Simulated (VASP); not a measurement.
# Ni: single point with PBEsol

The system is Ni, a slab with vacuum.

```
CELL_PARAMETERS angstrom
2.50026 0.00000 0.00000
-1.25013 2.16529 0.00000
0.00000 0.00000 25.20726
ATOMIC_POSITIONS crystal
Ni 0.66667 0.33333 0.29753
Ni 0.33333 0.66667 0.37852
Ni 0.00000 0.00000 0.45951
Ni 0.66667 0.33333 0.54049
Ni 0.33333 0.66667 0.62148
Ni 0.00000 0.00000 0.70247
```

| Quantity | Value |
| --- | --- |
| Program | VASP 6.6.1 |
| Task | single point |
| Functional | PBEsol |
| Potentials or basis | VASP PAW PBE potentials, release 64 (Ni) |
| Cutoff | 520 eV |
| k mesh | 12 × 12 × 1 |
| Occupations | fermi-dirac, width 0.05 eV |
| Spin | collinear spin, ferromagnetic start |
| Starting moments | [1.0, 1.0, 1.0, 1.0, 1.0, 1.0] μB |

```json
{
 "Largest force": "0.565 eV/Å",
 "Net moment": "3.90 μB per cell",
 "Site moments": "Ni +0.66, +0.69, +0.65 (each value once) μB",
 "Valence electrons inside the program's atomic spheres": "Ni 9.16, 9.28, 9.29 (each value once)"
}
```

Forces on the atoms (eV/Å):
```
Ni   0.000  0.000  0.565
Ni   0.000  0.000 -0.117
Ni   0.000  0.000 -0.031
Ni   0.000  0.000  0.031
Ni   0.000  0.000  0.117
Ni   0.000  0.000 -0.565
```

Levels at points of the mesh, in eV from the Fermi level:
Spin up:
```csv
k point,band 30,band 31,band 32,band 33,band 34,band 35
"(0.00, 0.00, 0.00)",-0.90,-0.90,-0.69,-0.69,-0.62,-0.62
"(0.50, 0.00, 0.00)",-0.39,0.32,1.24,1.95,2.33,2.49
```
Spin down:
```csv
k point,band 25,band 26,band 27,band 28,band 29,band 30
"(0.00, 0.00, 0.00)",-0.65,-0.61,-0.61,-0.45,-0.45,-0.20
"(0.50, 0.00, 0.00)",0.16,0.19,0.24,0.31,0.41,0.41
```

It took 6.1 min on 1 thread of AMD EPYC 9R45 96-Core Processor (Zen 5), with other jobs on the host, peak memory 0.36 GiB.

Caveat: the PAW data sets were made with another functional, which shifts forces and pressure a little.
